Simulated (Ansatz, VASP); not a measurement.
Zr2B3 in VASP and in Ansatz

INCAR

```
SYSTEM = Zr2B3
PREC     = Accurate       ! precision mode
ENCUT    = 520            ! plane-wave cutoff, eV
EDIFF    = 1E-6           ! SCF threshold, eV
ISMEAR   = 0              ! smearing method
SIGMA    = 0.1            ! smearing width, eV
LREAL    = .False.        ! projectors in reciprocal space
LASPH    = .True.         ! aspherical terms in the spheres
NELM     = 150            ! most SCF steps
ALGO     = Fast           ! electronic algorithm
ISIF     = 2              ! what is computed and relaxed
LWAVE    = .False.        ! write WAVECAR
LCHARG   = .False.        ! write CHGCAR
ISPIN    = 2              ! spin polarisation
MAGMOM   = 1 1 1 1 0 0 0 0 0 0 ! initial moments
LORBIT   = 11             ! projections on sites
LMAXMIX  = 4              ! l up to which the mixer works
GGA      = PE             ! functional
NBANDS   = 48             ! bands
```

KPOINTS

```
regular mesh
0
Gamma
  6 4 4
  0 0 0
```

Contents of POSCAR:

```
Zr2B3
1.0
    3.6960748164      0.0000000000      0.0000000000
   -1.6372765797      4.6276696388      0.0000000000
   -1.0414891447     -0.5563323944      7.2007163363
Zr B
4 6
Direct
    0.7852856076      0.6839552676      0.6492831912
    0.9085641168      0.7284297014      0.1173401128
    0.2147143924      0.3160447324      0.3507168088
    0.0914358832      0.2715702986      0.8826598872
    0.7172117770      0.1560178975      0.5311488635
    0.5878859862      0.1203546706      0.1042256149
    0.2827882230      0.8439821025      0.4688511365
    0.4121140138      0.8796453294      0.8957743851
    0.4310683225      0.0478726221      0.6865959793
    0.5689316775      0.9521273779      0.3134040207
```

Input for Ansatz:

```yaml
crystal:
  lattice:
    - [3.6960748164, 0.0, 0.0]
    - [-1.6372765797, 4.6276696388, 0.0]
    - [-1.0414891447, -0.5563323944, 7.2007163363]
  atoms:
    - { symbol: Zr, position: [0.7852856076, 0.6839552676, 0.6492831912], spin: 1.0 }
    - { symbol: Zr, position: [0.9085641168, 0.7284297014, 0.1173401128], spin: 1.0 }
    - { symbol: Zr, position: [0.2147143924, 0.3160447324, 0.3507168088], spin: 1.0 }
    - { symbol: Zr, position: [0.0914358832, 0.2715702986, 0.8826598872], spin: 1.0 }
    - { symbol: B, position: [0.717211777, 0.1560178975, 0.5311488635] }
    - { symbol: B, position: [0.5878859862, 0.1203546706, 0.1042256149] }
    - { symbol: B, position: [0.282788223, 0.8439821025, 0.4688511365] }
    - { symbol: B, position: [0.4121140138, 0.8796453294, 0.8957743851] }
    - { symbol: B, position: [0.4310683225, 0.0478726221, 0.6865959793] }
    - { symbol: B, position: [0.5689316775, 0.9521273779, 0.3134040207] }
basis:
  ecutwfc: 420
kpoints:
  mp_grid: { grid: [6, 4, 4] }
hamiltonian:
  xc: pbe
scf:
  occupations: { method: gaussian, width: 0.1 }
  lower_state_search: "off"
output:
  forces: true
  stress: true
  eigenvalues: true
  populations: true
magnetization:
  spin_polarized: true
```

Change from the starting cell: the structure that the rattled cell fell into.

Alike in both runs: task single point; functional PBE; k mesh 6 × 4 × 4; occupations gaussian, width 0.1 eV; collinear spin.

|  | VASP | Ansatz |
| --- | --- | --- |
| version | VASP 6.6.1 | Ansatz 0.2.0 |
| potentials or method | VASP PAW PBE potentials, release 64 (Zr_sv, B), cutoff 520 eV | scalar-relativistic, plane waves, PAW |
| valence electrons in the cell | 66 | 66 |

```tsv
	VASP	Ansatz	Ansatz less VASP
gap on the k mesh at the Fermi level (eV)	none	none	-
pressure (GPa)	0.1	0.0	-0.11
traceless stress, the component that is largest in VASP (GPa)	0.11	0.12	+0.009
rms of the force components (eV/Å)	0.020	0.019	-0.0010
net moment per atom (μB)	0.00	0.00	0.000
```

Atom by atom the forces differ by 0.004 eV/Å (rms over components). A gap of «none» marks a metal or a gap that the smearing closes. The functional is the same, so the differences come from potentials, cutoffs and numerics. Ansatz's warnings: seeded moment not kept.
